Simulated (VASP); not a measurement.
# NaF (Fm-3m) in VASP: settings compared

NaF is run at these levels: LDA, PBE, PBEsol; tasks: single point.

Program: VASP 6.6.1. These are calculated values, not measurements. Logs are shortened: lines on timing, memory, paths and dates and some standing lists are left out, and cuts for length are marked.

## (1) The cell of the first run

The structure is cubic, space group Fm-3m (No. 225). Conventional cell: a = 4.572 Å, b = 4.572 Å, c = 4.572 Å, α = 90.00°, β = 90.00°, γ = 90.00°. Na (site symmetry m-3m) has 6 F at 2.29 Å within 3.0 Å. F (site symmetry m-3m) has 6 Na at 2.29 Å within 3.0 Å.

## (2) Single point, LDA

INCAR

```
SYSTEM = NaF
PREC = Accurate
ENCUT = 600
EDIFF = 1E-6
ISMEAR = 0
SIGMA = 0.1
LREAL = .False.
LASPH = .True.
NELM = 120
ALGO = Normal
ISIF = 2
LWAVE = .False.
LCHARG = .False.
GGA = CA
NBANDS = 14
GGA_COMPAT = .False.
```

KPOINTS

```
regular mesh
0
Gamma
  8 8 8
  0 0 0
```

POSCAR

```
NaF
1.0
    0.0000000000      2.2858943317      2.2858943317
    2.2858943317      0.0000000000      2.2858943317
    2.2858943317      2.2858943317      0.0000000000
Na F
1 1
Direct
    0.0000000000      0.0000000000      0.0000000000
    0.5000000000      0.5000000000      0.5000000000
```

Potentials or basis: VASP PAW LDA potentials, release 64 (Na_pv, F).

Launch:

```
$ cat potpaw_LDA.64/Na_pv/POTCAR potpaw_LDA.64/F/POTCAR > POTCAR
$ mpirun -np 1 vasp_std > vasp.out
```

OUTCAR:

```text
SYSTEM = NaF
   PREC = Accurate
   ENCUT = 600
   EDIFF = 1E-6
   ISMEAR = 0
   LREAL = .False.
   LASPH = .True.
   NELM = 120
   ISIF = 2
   GGA = CA

 ion  position               nearest neighbor table
   1  0.000  0.000  0.000-   2 2.29   2 2.29   2 2.29   2 2.29   2 2.29   2 2.29
   2  0.500  0.500  0.500-   1 2.29   1 2.29   1 2.29   1 2.29   1 2.29   1 2.29

  LATTYP: Found a face centered cubic cell.
 ALAT       =     4.5717886634

  Lattice vectors:

 A1 = (   0.0000000000,   2.2858943317,   2.2858943317)
 A2 = (   2.2858943317,   0.0000000000,   2.2858943317)
 A3 = (   2.2858943317,   2.2858943317,   0.0000000000)

Analysis of symmetry for initial positions (statically):
=====================================================================
 Subroutine PRICEL returns:
 Original cell was already a primitive cell.

 Routine SETGRP: Setting up the symmetry group for a
 face centered cubic supercell.

 Subroutine GETGRP returns: Found 48 space group operations
 (whereof 48 operations were pure point group operations)
 out of a pool of 48 trial point group operations.

The static configuration has the point symmetry O_h .

Analysis of symmetry for dynamics (positions and initial velocities):
=====================================================================
 Subroutine PRICEL returns:
 Original cell was already a primitive cell.

 Routine SETGRP: Setting up the symmetry group for a
 face centered cubic supercell.

 Subroutine GETGRP returns: Found 48 space group operations
 (whereof 48 operations were pure point group operations)
 out of a pool of 48 trial point group operations.

The dynamic configuration has the point symmetry O_h .

 Subroutine INISYM returns: Found 48 space group operations
 (whereof 48 operations are pure point group operations),
 and found     1 'primitive' translations

----------------------------------------------------------------------------------------

                                     Primitive cell

  volume of cell :      23.8890

  direct lattice vectors                    reciprocal lattice vectors
     0.000000000  2.285894332  2.285894332    -0.218732770  0.218732770  0.218732770
     2.285894332  0.000000000  2.285894332     0.218732770 -0.218732770  0.218732770
     2.285894332  2.285894332  0.000000000     0.218732770  0.218732770 -0.218732770

  length of vectors
     3.232742766  3.232742766  3.232742766     0.378856272  0.378856272  0.378856272

  position of ions in fractional coordinates (direct lattice)
     0.000000000  0.000000000  0.000000000
     0.500000000  0.500000000  0.500000000

  ion indices of the primitive-cell ions
   primitive index   ion index
                 1           1
                 2           2

----------------------------------------------------------------------------------------

 KPOINTS: regular mesh

Automatic generation of k-mesh.
 Grid dimensions read from file:
 generate k-points for:    8    8    8

 Generating k-lattice:

  Cartesian coordinates                     Fractional coordinates (reciprocal lattice)
    -0.027341596  0.027341596  0.027341596     0.125000000  0.000000000  0.000000000
     0.027341596 -0.027341596  0.027341596     0.000000000  0.125000000  0.000000000
     0.027341596  0.027341596 -0.027341596     0.000000000  0.000000000  0.125000000

  Length of vectors
     0.047357034  0.047357034  0.047357034

  Shift w.r.t. Gamma in fractional coordinates (k-lattice)
     0.000000000  0.000000000  0.000000000

 Subroutine IBZKPT returns following result:
 ===========================================

 Found     29 irreducible k-points:

 Following reciprocal coordinates:
            Coordinates               Weight
  0.000000  0.000000  0.000000      1.000000
  0.125000  0.000000  0.000000      8.000000
  0.250000  0.000000  0.000000      8.000000
  0.375000  0.000000  0.000000      8.000000
  0.500000  0.000000  0.000000      4.000000
  0.125000  0.125000  0.000000      6.000000
[... 16 lines left out ...]
  0.500000  0.250000  0.125000     48.000000
 -0.375000  0.250000  0.125000     24.000000
 [... further k-points ...]
   k-points           NKPTS =     29   k-points in BZ     NKDIM =     29   number of bands    NBANDS=     14
   number of dos      NEDOS =    301   number of ions     NIONS =      2
   total plane-waves  NPLWV =  21952
   dimension x,y,z NGX =    28 NGY =   28 NGZ =   28
   dimension x,y,z NGXF=    56 NGYF=   56 NGZF=   56
   ions per type =               1   1
   NGX,Y,Z   is equivalent  to a cutoff of  14.40, 14.40, 14.40 a.u.
   NGXF,Y,Z  is equivalent  to a cutoff of  28.80, 28.80, 28.80 a.u.
 SYSTEM =  NaF
   PREC   = accura    normal or accurate (medium, high low for compatibility)
   ISTART =      0    job   : 0-new  1-cont  2-samecut
   ICHARG =      2    charge: 1-file 2-atom 10-const
   ISPIN  =      1    spin polarized calculation?
   LNONCOLLINEAR =      F non collinear calculations
   LSORBIT =      F    spin-orbit coupling
   LASPH  =      T    aspherical Exc in radial PAW
   ENCUT  =  600.0 eV  44.10 Ry    6.64 a.u.   6.46  6.46  6.46*2*pi/ulx,y,z
   NELM   =    120;   NELMIN=  2; NELMDL= -5     # of ELM steps
   EDIFF  = 0.1E-05   stopping-criterion for ELM
   LREAL  =      F    real-space projection
   EDIFFG = 0.1E-04   stopping-criterion for IOM
   NSW    =      0    number of steps for IOM
   IBRION =     -1    ionic relax: 0-MD 1-quasi-New 2-CG
   NFREE  =      0    steps in history (QN), initial steepest desc. (CG)
   ISIF   =      2    stress and relaxation
   ISYM   =      2    0-nonsym 1-usesym 2-fastsym
   POTIM  = 0.5000    time-step for ionic-motion
   TEBEG  =    0.0;   TEEND  =   0.0 temperature during run
   PSTRESS=    0.0 pullay stress
   NELECT =      14.0000    total number of electrons
   NUPDOWN=      -1.0000    fix difference up-down
   EMIN   =  10.00;   EMAX   =-10.00  energy-range for DOS
   EFERMI =   0.00;   METHOD = LEGACY
   ISMEAR =     0;   SIGMA  =   0.10  broadening in eV -4-tet -1-fermi 0-gaus
   EFERMI_NEDOS =   21; number of points for ismear=-14 and -15
   IALGO  =     38    algorithm
   IMIX   =      4    mixing-type and parameters
     AMIX     =   0.40;   BMIX     =  1.00
     AMIX_MAG =   1.60;   BMIX_MAG =  1.00
  volume/ion in A,a.u.               =      11.94        80.61
  Fermi-wavevector in a.u.,A,eV,Ry     =   1.369992  2.588909 25.536476  1.876878
  Thomas-Fermi vector in A             =   2.495818
   LORBIT       =      0    0 simple, 1 ext, 2 COOP (PROOUT), +10 PAW based schemes
   GGA     = CA    functional components
   LHFCALC =     F    Hartree Fock is set to
   AEXX    =    0.0000 exact exchange contribution
   IVDW    =     0    specifies the selected vdW correction
   LEPSILON=     F    determine dielectric tensor
   LRPA    =     F    only Hartree local field effects (RPA)
 non-spin polarized calculation
 Gauss-broadening in eV      SIGMA  =   0.10
  energy-cutoff  :      600.00
  volume of cell :       23.89
 maximum number of plane-waves:       821
 NGX is ok and might be reduce to    28
   NGX = 13   NGY = 13   NGZ = 13

 number of electron      14.0000005 magnetization

 Free energy of the ion-electron system (eV)
  ---------------------------------------------------
  ext. energy  EPLUGINS =         0.00000000
  ---------------------------------------------------
  free energy    TOTEN  =        -9.32731590 eV

  energy without entropy =       -9.32731590  energy(sigma->0) =       -9.32731590

 E-fermi :  -1.7832     XC(G=0): -10.1489

 val. band max:       -2.3336190226   @ k =   0.0000   0.0000   0.0000
 cond. band min:       3.8428166512   @ k =   0.0000   0.0000   0.0000
 fundamental gap:      6.1764356738
 Fermi energy:        -1.7831577341

 k-point     1 :       0.0000    0.0000    0.0000
  band No.  band energies     occupation
      1     -21.1668      2.00000
      2     -20.9765      2.00000
      3     -20.9765      2.00000
      4     -20.9765      2.00000
      5      -2.3336      2.00000
      6      -2.3336      2.00000
      7      -2.3336      2.00000
      8       3.8428      0.00000
      9      16.4835      0.00000
     10      16.4835      0.00000
     11      16.4835      0.00000
     12      19.3803      0.00000
     13      21.6553      0.00000
     14      21.6553      0.00000

 k-point     2 :       0.1250    0.0000    0.0000
  band No.  band energies     occupation
      1     -21.4225      2.00000
      2     -20.9786      2.00000
      3     -20.9786      2.00000
      4     -20.6961      2.00000
      5      -2.6633      2.00000
      6      -2.3766      2.00000
      7      -2.3766      2.00000
      8       4.4132      0.00000
      9      14.7197      0.00000
     10      16.7395      0.00000
     11      16.7395      0.00000
     12      21.1052      0.00000
     13      21.1052      0.00000
     14      21.3692      0.00000

 k-point     3 :       0.2500    0.0000    0.0000
  band No.  band energies     occupation
      1     -21.6860      2.00000
      2     -20.9837      2.00000
      3     -20.9837      2.00000
      4     -20.3718      2.00000
      5      -3.3278      2.00000
      6      -2.4792      2.00000
      7      -2.4792      2.00000
      8       5.7627      0.00000
      9      12.6350      0.00000
     10      17.3159      0.00000
     11      17.3159      0.00000
     12      20.4499      0.00000
     13      20.4499      0.00000
     14      22.1883      0.00000
[... 324 lines left out ...]
 k-point    23 :       0.5000    0.2500    0.1250
  band No.  band energies     occupation
      1     -21.7151      2.00000
      2     -21.0395      2.00000
      3     -21.0053      2.00000
      4     -20.2477      2.00000
      5      -3.6985      2.00000
      6      -2.8853      2.00000
      7      -2.6669      2.00000
      8       8.2643      0.00000
      9      11.0805      0.00000
     10      15.1047      0.00000
     11      16.9827      0.00000
     12      19.2276      0.00000
     13      21.3525      0.00000
     14      25.6667      0.00000

 k-point    24 :      -0.3750    0.2500    0.1250
  band No.  band energies     occupation
      1     -21.7326      2.00000
      2     -21.0434      2.00000
      3     -21.0140      2.00000
      4     -20.2107      2.00000
      5      -3.7763      2.00000
      6      -2.9720      2.00000
      7      -2.7088      2.00000
      8       9.3185      0.00000
      9      10.3144      0.00000
     10      14.7971      0.00000
     11      16.6918      0.00000
     12      19.8626      0.00000
     13      20.9272      0.00000
     14      25.8400      0.00000

 [... further k-points ...]
[... 5 lines left out ...]
  --------------------------------------------------------------------------------------
  -------------------------------------------------------------------------------------
  Total       -0.4044425     -0.4044425     -0.4044425      0.0000000      0.0000000     -0.0000000
  in kB      -27.1249453    -27.1249453    -27.1249453      0.0000000      0.0000000     -0.0000000
  external PRESSURE =     -27.1249453 kB  Pullay stress =       0.0000000 kB

 VOLUME and BASIS-vectors are now :
 -----------------------------------------------------------------------------
  energy-cutoff  :      600.00
  volume of cell :       23.89
      direct lattice vectors                 reciprocal lattice vectors
     0.000000000  2.285894332  2.285894332    -0.218732770  0.218732770  0.218732770
     2.285894332  0.000000000  2.285894332     0.218732770 -0.218732770  0.218732770
     2.285894332  2.285894332  0.000000000     0.218732770  0.218732770 -0.218732770

 POSITION                                       TOTAL-FORCE (eV/Angst)
 -----------------------------------------------------------------------------------
      0.00000      0.00000      0.00000         0.000000     -0.000000     -0.000000
      2.28589      2.28589      2.28589        -0.000000      0.000000      0.000000
 -----------------------------------------------------------------------------------
    total drift:                                0.000000      0.000000      0.000000

  FREE ENERGIE OF THE ION-ELECTRON SYSTEM (eV)
  ---------------------------------------------------
  free  energy   TOTEN  =        -9.3273158976 eV

  energy  without entropy=       -9.3273158976  energy(sigma->0) =       -9.32731590
```

Run time: 7.7 s. Hardware: 1 thread of Intel Xeon Platinum 8488C (Sapphire Rapids), shared host; peak memory 0.13 GiB.

Results:

```yaml
Free_energy: -9.3273 eV
Pressure: -2.7 GPa
Band_gap_on_the_k_mesh: 6.18 eV, direct
```

[end of part 1 of 2]
